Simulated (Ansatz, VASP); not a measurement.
C in VASP and in Ansatz

```
C
1.0
    -2.41040    2.41040    2.41040
     2.41040   -2.41040    2.41040
     2.41040    2.41040   -2.41040
C
8
Direct
  0.34747 0.02200 0.04400
  0.67453 0.67453 0.67453
  0.00000 0.32547 0.00000
  0.00000 0.00000 0.32547
  0.00000 0.67453 0.00000
  0.32547 0.32547 0.32547
  0.67453 0.00000 0.00000
  0.00000 0.00000 0.67453
```

Alike in both runs: task single point; functional LDA; k mesh 8 × 8 × 8; occupations gaussian, width 0.05 eV; no spin polarisation.

|  | VASP | Ansatz |
| --- | --- | --- |
| version | VASP 6.6.1 | Ansatz 0.2.0 |
| potentials or method | VASP PAW LDA potentials, release 64 (C), cutoff 520 eV | scalar-relativistic, plane waves, PAW |
| valence electrons in the cell | 32 | 32 |

```csv
,VASP,Ansatz,Ansatz less VASP
gap on the k mesh at the Fermi level (eV),2.27,2.28,+0.010
least direct gap on the mesh (eV),3.28,3.30,+0.020
pressure (GPa),2.1,1.0,-1.09
"traceless stress, the component that is largest in VASP (GPa)",8.32,8.23,-0.085
rms of the force components (eV/Å),1.144,1.137,-0.0073
```

LDA's correlation is that of Perdew and Zunger in VASP and of Perdew and Wang (1992) in Ansatz. Atom by atom the forces differ by 0.030 eV/Å (rms over components).
